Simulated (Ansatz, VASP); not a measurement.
## CoSi2: VASP beside Ansatz

File INCAR:

```
SYSTEM = CoSi2
PREC = Accurate
ENCUT = 520
EDIFF = 1E-7
ISMEAR = 0
SIGMA = 0.15
LREAL = .False.
LASPH = .True.
NELM = 100
ALGO = Normal
ISIF = 2
LWAVE = .False.
LCHARG = .True.
GGA = PE
LELF = .True.
LVHAR = .True.
NBANDS = 16
```

File KPOINTS:

```
Automatic mesh
0
Gamma
  12 12 12
  0 0 0
```

Contents of POSCAR:

```
CoSi2
1.0
    0.0000000000      2.7739825456      2.4925640265
    2.7739825456      0.0000000000      2.4925640265
    2.7739825456      2.7739825456      0.0000000000
Co Si
1 2
Direct
    0.0000000000      0.0000000000      0.0000000000
    0.2423512496      0.2423512496      0.2576487504
    0.7576487504      0.7576487504      0.7423512496
```

Input for Ansatz:

```yaml
crystal:
  lattice:
    - [0.0, 2.7739825456, 2.4925640265]
    - [2.7739825456, 0.0, 2.4925640265]
    - [2.7739825456, 2.7739825456, 0.0]
  atoms:
    - { symbol: Co, position: [0.0, 0.0, 0.0] }
    - { symbol: Si, position: [0.2423512496, 0.2423512496, 0.2576487504] }
    - { symbol: Si, position: [0.7576487504, 0.7576487504, 0.7423512496] }
basis:
  ecutwfc: 520.0
kpoints:
  mp_grid: { grid: [12, 12, 12] }
hamiltonian:
  xc: pbe
  pseudopotentials: { kind: paw, azcp: { folder: soft_1 } }
scf:
  occupations: { method: gaussian, width: 0.15 }
output:
  forces: true
  stress: true
  eigenvalues: true
```

Change from the starting cell: mode 6 frozen in at -0.041 Å, strain +e along z and -e/2 along x and y -0.0700.

Alike in both runs: task single point; functional PBE; k mesh 12 × 12 × 12; occupations gaussian, width 0.15 eV; no spin polarisation.

|  | VASP | Ansatz |
| --- | --- | --- |
| version | VASP 6.6.1 | Ansatz 0.2.0 |
| potentials or method | VASP PAW PBE potentials, release 64 (Co, Si), cutoff 520 eV | scalar-relativistic, plane waves, PAW |
| valence electrons in the cell | 17 | 25 |

Ansatz gave:

```
gap on the k mesh at the Fermi level (eV)                     : none
pressure (GPa)                                                : 2.0
traceless stress, the component that is largest in VASP (GPa) : 9.38
rms of the force components (eV/Å)                            : 0.347
```

Question: Which values does VASP return?

Answer: gap on the k mesh at the Fermi level (eV): none; pressure (GPa): 1.7; traceless stress, the component that is largest in VASP (GPa): 9.36; rms of the force components (eV/Å): 0.346.

Atom by atom the forces differ by 0.001 eV/Å (rms over components). A gap of «none» marks a metal or a gap that the smearing closes. With one functional, cell and mesh, what is left measures potentials, basis and numerics. VASP's potentials hold 17 valence electrons a cell and Ansatz's 25, so a difference there can come from the potentials and not from the codes.
